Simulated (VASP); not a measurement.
Input of a VASP 6.6.1 run:

INCAR

```
PREC = Accurate
ENCUT = 750
EDIFF = 1E-7
ISMEAR = 0
SIGMA = 0.1
LREAL = F
LASPH = T
NELM = 200
ALGO = Normal
ISIF = 3
LWAVE = F
LCHARG = F
GGA = PE
IBRION = 2
NSW = 100
EDIFFG = -0.01
GGA_COMPAT = F
NELMIN = 4
LMAXMIX = 6
```

KPOINTS

```
regular mesh
0
Gamma
  12 12 6
```

The input POSCAR:

```
LiTbH4
1.0
    3.4103914540      0.0000000000      0.0000000000
   -1.7051957270      2.9534856360      0.0000000000
    0.0000000000      0.0000000000      5.8284432242
Li Tb H
1 1 4
Direct
    0.0000000000      0.0000000000      0.0000000000
    0.0000000000      0.0000000000      0.5000000000
    0.3333333333      0.6666666667      0.7126638808
    0.3333333333      0.6666666667      0.2873361192
    0.6666666667      0.3333333333      0.7126638808
    0.6666666667      0.3333333333      0.2873361192
```

Potentials or basis: VASP PAW PBE potentials, release 64 (Li_sv, Tb_3, H), 4f in core.

Launch:

```sh
$ cat potpaw_PBE.64/Li_sv/POTCAR potpaw_PBE.64/Tb_3/POTCAR potpaw_PBE.64/H/POTCAR > POTCAR
$ mpirun -np 1 vasp_std > vasp.out
```

**Question.** What does it give for the band gap on the k mesh?

**Answer.** Zero (bands 8 and 9 overlap by 1.59 eV).

**Question.** Estimate the relaxed cell.

**Answer.** a = 3.422 Å, b = 3.422 Å, c = 5.904 Å, α = 90.00°, β = 90.00°, γ = 120.00°.

**Question.** What does it give for the space group after relaxing (to 0.1 Å)?

**Answer.** P6/mmm (No. 191).

Stress tensor (GPa, compression positive):
```
-0.08  0.00  0.00
 0.00 -0.08  0.00
 0.00  0.00  0.02
```

Caveat: spin-orbit coupling is left out, which moves the levels of the heavy elements; the 4f electrons are frozen in the core, so they carry no moment and show no levels. Spin polarisation is off, so any magnetic state and its effect on volume and gap are missing.
